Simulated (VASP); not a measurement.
Ga, 3 atoms in the cell. It takes space group P6/mmm (No. 191, hexagonal). The conventional cell has a = 4.769 Å, b = 4.769 Å, c = 3.057 Å, α = 90.00°, β = 90.00°, γ = 120.00°. Ga (site symmetry 6/mmm) has 14 Ga at 3.06 to 3.15 Å within 4.0 Å. Ga (site symmetry -6m2) has 11 Ga at 2.75 to 3.15 Å within 3.6 Å.  This cell differs from its parent crystal: volume scaled by 1.04.

```yaml
Program: VASP 6.6.1
Task: single point
Functional: PBE
Potentials_or_basis: VASP PAW PBE potentials, release 64 (Ga_d)
Cutoff: 520 eV
k_mesh: 9 × 9 × 12
Occupations: fermi-dirac, width 0.1 eV
Spin: no spin polarisation
Dipole_correction: no
Further_INCAR_settings: ALGO = Normal; EDIFF = 1e-06; NBANDS = 26
```

Potentials or basis: VASP PAW PBE potentials, release 64 (Ga_d).

Command:

```bash
$ cat potpaw_PBE.64/Ga_d/POTCAR > POTCAR
$ mpirun -np 1 vasp_std > vasp.out
```

Hardware: 1 thread of AMD EPYC 9R45 96-Core Processor (Zen 5) (shared host).

Q: How long does it take, and how much memory?

A: It took 52 s on 1 thread of AMD EPYC 9R45 96-Core Processor (Zen 5), with other jobs on the host, peak memory 0.21 GiB. Counts: scf iterations 13, k points 84.
